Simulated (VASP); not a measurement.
Set up this calculation in VASP 6.6.1, as the native input.

* Task: single point
* Functional: RPBE
* Potentials or basis: VASP PAW PBE potentials, release 64 (Se)
* Cutoff: 520 eV
* k mesh: 14 × 14 × 14
* Occupations: fermi-dirac, width 0.1 eV
* Spin: no spin polarisation
* Dipole correction: no
* Further INCAR settings: ALGO = Normal; EDIFF = 1e-07; NBANDS = 9

The structure of Se lies in POSCAR:

```
Se
1.0
    0.0000000000      2.1304231006      2.1304231006
    2.1304231006      0.0000000000      2.1304231006
    2.1304231006      2.1304231006      0.0000000000
Se
1
Direct
    0.0000000000      0.0000000000      0.0000000000
```

This isn't the form of Se at room conditions, which is trigonal, of chains.

These files were run (other wordings do the same):

INCAR

```
SYSTEM = Se
ALGO = Normal
EDIFF = 1E-7
ENCUT = 520
GGA = RP
ISIF = 2
ISMEAR = -1
LASPH = .True.
LCHARG = .True.
LELF = .True.
LREAL = .False.
LVHAR = .True.
LWAVE = .False.
NBANDS = 9
NELM = 80
PREC = Accurate
SIGMA = 0.1
```

KPOINTS

```
k-points
0
Gamma
  14 14 14
  0 0 0
```

Potentials or basis: VASP PAW PBE potentials, release 64 (Se).

The run is started by

```sh
$ cat potpaw_PBE.64/Se/POTCAR > POTCAR
$ mpirun -np 1 vasp_std > vasp.out
```

It gave:

* Pressure: 6.1 GPa
* Band gap on the k mesh: zero (bands 3 and 4 overlap by 5.67 eV)

Caveat: the cell stands under pressure; the PAW data sets were made with another functional, which shifts forces and pressure a little.

Wall time 15 s on 1 thread of Intel Xeon 8259CL (shared host), peak memory 0.15 GiB.
